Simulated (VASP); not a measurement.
The system is GaBO6.

```
CELL_PARAMETERS angstrom
0.00000 3.63701 3.63701
3.63701 0.00000 3.63701
3.63701 3.63701 0.00000
ATOMIC_POSITIONS crystal
Ga 0.50000 0.50000 0.50000
B 0.00000 0.00000 0.00000
O 0.80231 0.19769 0.19769
O 0.19769 0.80231 0.80231
O 0.19769 0.80231 0.19769
O 0.80231 0.19769 0.80231
O 0.19769 0.19769 0.80231
O 0.80231 0.80231 0.19769
```

| Item | Value |
| --- | --- |
| Program | VASP 6.6.1 |
| Task | relaxation of cell and atoms |
| Functional | PBE |
| Potentials or basis | VASP PAW PBE potentials, release 64 (Ga_d, B, O) |
| Cutoff | 600 eV |
| k mesh | 4 × 4 × 4 |
| Occupations | gaussian, width 0.1 eV |
| Spin | no spin polarisation |

At the start: pressure 13.5 GPa; volume 12.03 Å³/atom.

Problem. Where does the relaxation end?

Solution. Over 7 steps the energy falls by 320.8 meV/atom and the volume is 11.23 Å³/atom (-6.6 %); space group Fm-3m (No. 225, to 0.05 Å).

The path:
```
step  energy change (eV)  largest force (eV/Å)  pressure (GPa)  volume (Å³)
   1              0.0000                6.0364           13.52        96.22
   2              0.2359                2.3328          -19.09       111.06
   3             -2.0711                0.1830          -10.80       102.11
   4             -2.0816                0.3805           -9.99       101.78
   5             -2.0833                0.5085           -9.50       101.57
   6             -2.5248                0.1918           -3.31        92.96
   7             -2.5660                0.0290            0.09        89.87
```

Final structure:
```
Ga B O
1.0
     0.00000    3.55513    3.55513
     3.55513    0.00000    3.55513
     3.55513    3.55513    0.00000
Ga B O
1 1 6
Direct
  0.50000 0.50000 0.50000
  0.00000 0.00000 0.00000
  0.77934 0.22066 0.22066
  0.22066 0.77934 0.77934
  0.22066 0.77934 0.22066
  0.77934 0.22066 0.77934
  0.22066 0.22066 0.77934
  0.77934 0.77934 0.22066
```

Caveat: the k points lie up to 0.38 Å⁻¹ apart in the final cell.
